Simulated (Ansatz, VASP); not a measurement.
One calculation of ZrN, two programs

```
Zr N
1.0
     3.24895    0.00000    0.00000
     0.00000    3.24895    0.00000
     0.00000    0.00000   20.59470
Zr N
3 3
Direct
  0.25000 0.25000 0.38845
  0.75000 0.75000 0.50000
  0.25000 0.25000 0.61155
  0.75000 0.75000 0.38845
  0.25000 0.25000 0.50000
  0.75000 0.75000 0.61155
```

Alike in both runs: task single point; functional PBE; k mesh 10 × 10 × 1; occupations fermi-dirac, width 0.05 eV; no spin polarisation.

```csv
,VASP,Ansatz
version,VASP 6.6.1,Ansatz 0.2.0
potentials or method,"VASP PAW PBE potentials, release 64 (Zr_sv, N)","PAW with Ansatz's default frozen-core files, scalar-relativistic"
plane-wave cutoff (eV),520,420
valence electrons in the cell,51,51
```

```tsv
	VASP	Ansatz	Ansatz less VASP
rms of the force components (eV/Å)	0.542	0.544	+0.0015
```

With one functional, cell and mesh, what is left measures potentials, basis and numerics. Ansatz's warnings: vacuum density over bound.
